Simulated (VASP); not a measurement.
A run of VASP 6.6.1 is set up as follows.

Contents of INCAR:

```
SYSTEM = K3SBr
ALGO = Normal ; EDIFF = 1E-7
ENCUT = 520 ; GGA = PE
ISIF = 2 ; ISMEAR = 0
LASPH = .True. ; LCHARG = .True.
LELF = .True. ; LREAL = .False.
LVHAR = .True. ; LWAVE = .False.
NBANDS = 28 ; NELM = 60
PREC = Accurate ; SIGMA = 0.01
```

The input KPOINTS:

```
k-points
0
Gamma
  4 4 4
  0 0 0
```

Contents of POSCAR:

```
K3SBr
1.0
    6.1087344127      0.0000000000      0.0000000000
    0.0000000000      6.1087344127      0.0000000000
    0.0000000000      0.0000000000      6.1087344127
Br S K
1 1 3
Direct
    0.0000000000      0.0000000000      0.0000000000
    0.5000000000      0.5000000000      0.5000000000
    0.5000000000      0.5000000000      0.0000000000
    0.5000000000      0.0000000000      0.5000000000
    0.0000000000      0.5000000000      0.5000000000
```

Potentials or basis: VASP PAW PBE potentials, release 64 (Br, S, K_sv).

Command:

```sh
$ cat potpaw_PBE.64/Br/POTCAR potpaw_PBE.64/S/POTCAR potpaw_PBE.64/K_sv/POTCAR > POTCAR
$ mpirun -np 1 vasp_std > vasp.out
```

(1) What does it give for the band gap on the k mesh?

(2) Predict the pressure.

## Answers

(1) 1.70 eV.

(2) -0.6 GPa.
